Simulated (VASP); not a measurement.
BeS, 8 atoms in the cell. It takes space group Pnma (No. 62, orthorhombic). The conventional cell has a = 6.175 Å, b = 3.497 Å, c = 5.960 Å, α = 90.00°, β = 90.00°, γ = 90.00°. Within 2.8 Å of Be (site symmetry m) lie 4 S at 2.09 to 2.15 Å and 2 Be at 2.74 Å. S (site symmetry m) has 4 Be at 2.09 to 2.15 Å within 2.8 Å. The cell was generated, and may not be a known phase.

- Program: VASP 6.6.1
- Task: single point
- Functional: PBE
- Potentials or basis: VASP PAW PBE potentials, release 64 (Be, S)
- Cutoff: 520 eV
- k mesh: 4 × 6 × 4
- Occupations: gaussian, width 0.1 eV
- Spin: no spin polarisation
- Dipole correction: no
- Further INCAR settings: ALGO = Normal; EDIFF = 1e-07; NBANDS = 26

Potentials or basis: VASP PAW PBE potentials, release 64 (Be, S).

Run with:

```sh
$ cat potpaw_PBE.64/Be/POTCAR potpaw_PBE.64/S/POTCAR > POTCAR
$ mpirun -np 1 vasp_std > vasp.out
```

Hardware: 1 thread of AMD EPYC 9R45 96-Core Processor (Zen 5), with other jobs on the host.

Task: Estimate the wall time of this run.

Result: Wall time 52 s on 1 thread of AMD EPYC 9R45 96-Core Processor (Zen 5), with other jobs on the host, peak memory 0.24 GiB. Counts: scf iterations 16, k points 36.
